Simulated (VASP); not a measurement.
Set up this calculation in VASP 6.6.1, as the native input.

```
Task                   : single point
Functional             : PBE
Potentials or basis    : VASP PAW PBE potentials, release 64 (In_d, Ga_d, P)
Cutoff                 : 520 eV
k mesh                 : 4 × 4 × 1
Occupations            : gaussian, width 0.1 eV
Spin                   : no spin polarisation
Dipole correction      : no
Further INCAR settings : ALGO = Normal; EDIFF = 1e-07; NBANDS = 46
```

The structure of In3GaP4 lies in POSCAR:

```
In3GaP4
1.0
    4.1444802499     -0.0000374975      0.0002406300
   -0.0000394221      4.1462903546     -0.0004205189
   -0.0006507375     -0.0006447063     11.6283057534
In Ga P
3 1 4
Direct
   -0.0002566770      0.0001663075      0.7405246806
    0.4999337636      0.5001397625     -0.0000228266
    0.0002369503     -0.0001929547      0.2594363767
    0.5001055892      0.5000083440      0.4999932005
    0.4998118875      0.0000316098      0.8702848511
   -0.0000825437      0.4998262032      0.1297513314
    0.5002105658     -0.0000595054      0.3899827218
    0.0000404642      0.5000802330      0.6100496647
```

One way to write it, as run:

INCAR

```
SYSTEM = In3GaP4
ALGO = Normal
EDIFF = 1E-7
ENCUT = 520
GGA = PE
ISIF = 2
ISMEAR = 0
LASPH = .True.
LCHARG = .False.
LREAL = .False.
LWAVE = .False.
NBANDS = 46
NELM = 80
PREC = Accurate
SIGMA = 0.1
```

KPOINTS

```
k-points
0
Gamma
  4 4 1
  0 0 0
```

Potentials or basis: VASP PAW PBE potentials, release 64 (In_d, Ga_d, P).

The run is started by

```bash
$ cat potpaw_PBE.64/In_d/POTCAR potpaw_PBE.64/Ga_d/POTCAR potpaw_PBE.64/P/POTCAR > POTCAR
$ mpirun -np 1 vasp_std > vasp.out
```

It gave:

- Pressure: 0.0 GPa
- Largest force: 0.005 eV/Å
- Band gap on the k mesh: 0.57 eV

Caveat: the k points lie up to 0.54 Å⁻¹ apart; spin-orbit coupling is left out, which moves the levels of the heavy elements.

It took 50 s on 1 thread of Intel(R) Xeon(R) 6975P-C (Granite Rapids), with other jobs on the host, peak memory 0.32 GiB.
